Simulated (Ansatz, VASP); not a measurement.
Y: VASP beside Ansatz

Contents of INCAR:

```
PREC = Accurate ; ENCUT = 520
EDIFF = 1E-6 ; ISMEAR = -1
SIGMA = 0.1 ; LREAL = F
LASPH = T ; NELM = 100
ALGO = Normal ; ISIF = 2
LWAVE = F ; LCHARG = F
GGA = CA ; NBANDS = 18
```

The input KPOINTS:

```
regular mesh
0
Gamma
  10 10 6
```

Contents of POSCAR:

```
Y
1.0
    3.5392700426      0.0000000000      0.0000000000
   -1.7696350213      3.0650977678      0.0000000000
    0.0000000000      0.0000000000      5.5248319794
Y
2
Direct
    0.3333333333      0.6666666667      0.2500000000
    0.6666666667      0.3333333333      0.7500000000
```

Input for Ansatz:

```yaml
crystal:
  lattice:
    - [3.5392700426, 0.0, 0.0]
    - [-1.7696350213, 3.0650977678, 0.0]
    - [0.0, 0.0, 5.5248319794]
  atoms:
    - { symbol: "Y", position: [0.3333333333, 0.6666666667, 0.25] }
    - { symbol: "Y", position: [0.6666666667, 0.3333333333, 0.75] }
hamiltonian:
  xc: lda
  pseudopotentials:
    kind: paw
    azcp:
      "Y": "pseudopotentials/Y.paw.azcp"
basis:
  ecutwfc: 420
  fft_grid_basis: typed
kpoints:
  mp_grid: { grid: [10, 10, 6], shift: [0, 0, 0] }
magnetization:
  spin_polarized: false
scf:
  occupations: { method: fermi_dirac, width: 0.1 }
  lower_state_search: "off"
output:
  stress: true
```

Alike in both runs: task single point; functional LDA; k mesh 10 × 10 × 6; occupations fermi-dirac, width 0.1 eV; no spin polarisation.

```csv
,VASP,Ansatz
version,VASP 6.6.1,Ansatz 0.2.0
potentials or method,"VASP PAW LDA potentials, release 64 (Y_sv), cutoff 520 eV","plane waves (420 eV) with PAW, scalar-relativistic"
valence electrons in the cell,22,22
```

|  | VASP | Ansatz | Ansatz less VASP |
| --- | --- | --- | --- |
| pressure (GPa) | -0.1 | 0.0 | +0.13 |

Ansatz warns that its potentials were made for another functional, while VASP's fit it. LDA's correlation is that of Perdew and Zunger in VASP and of Perdew and Wang (1992) in Ansatz.
